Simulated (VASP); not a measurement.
The system is BeTe.

```
Be Te
1.0
     0.00000    2.83187    2.83187
     2.83187    0.00000    2.83187
     2.83187    2.83187    0.00000
Be Te
1 1
Direct
  0.00000 0.00000 0.00000
  0.25000 0.25000 0.25000
```

```yaml
Program: VASP 6.6.1
Task: relaxation of cell and atoms
Functional: PBEsol
Potentials_or_basis: VASP PAW PBE potentials, release 64 (Be, Te)
Cutoff: 600 eV
k_mesh: 8 × 8 × 8
Occupations: gaussian, width 0.02 eV
Spin: no spin polarisation
```

At the start: pressure -1.6 GPa; volume 22.71 Å³/atom.

Question: How do energy, volume and symmetry change on relaxing?

Answer: Over 3 steps the energy falls by 3.1 meV/atom and the volume is 22.10 Å³/atom (-2.7 %); space group F-43m (No. 216, to 0.05 Å).

Step by step:
```
step  energy change (eV)  largest force (eV/Å)  pressure (GPa)  volume (Å³)
   1              0.0000                0.0000           -1.56        45.42
   2             -0.0059                0.0000            0.29        43.98
   3             -0.0061                0.0000            0.01        44.19
```

Final structure:
```
Be Te
1.0
     0.00000    2.80612    2.80612
     2.80612    0.00000    2.80612
     2.80612    2.80612    0.00000
Be Te
1 1
Direct
  0.00000 0.00000 0.00000
  0.25000 0.25000 0.25000
```

Caveat: the PAW data sets were made with another functional, which shifts forces and pressure a little.
